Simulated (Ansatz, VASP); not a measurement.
## Two plane-wave programs on CoO

```
CELL_PARAMETERS angstrom
-1.50685 1.50685 2.10573
1.50685 -1.50685 2.10573
1.50685 1.50685 -2.10573
ATOMIC_POSITIONS crystal
Co 0.00000 0.00000 0.00000
O 0.50000 0.50000 0.00000
```

Alike in both runs: functional PBE; k mesh 8 × 8 × 8; occupations gaussian, width 0.1 eV; collinear spin.

Ansatz relaxed the structure, and its values are those at the end. VASP's run is a single point on that final structure, the one shown.

```csv
,VASP,Ansatz
version,VASP 6.6.1,Ansatz 0.2.0
potentials or method,"VASP PAW PBE potentials, release 64 (Co, O), cutoff 520 eV","scalar-relativistic, plane waves, PAW"
valence electrons in the cell,15,23
```

```tsv
	VASP	Ansatz	Ansatz less VASP
gap on the k mesh at the Fermi level (eV)	none	none	-
pressure (GPa)	-0.5	0.0	+0.45
net moment per atom (μB)	1.43	1.44	+0.011
size of the moment on the site where the two differ most (μB)	2.52	2.45	-0.073
```

Site moments also hang on the region over which each program counts them. A gap of «none» marks a metal or a gap that the smearing closes. VASP's potentials hold 15 valence electrons a cell and Ansatz's 23, so a difference there can come from the potentials and not from the codes.

The k mesh is coarse, so the values compare programs but aren't converged.
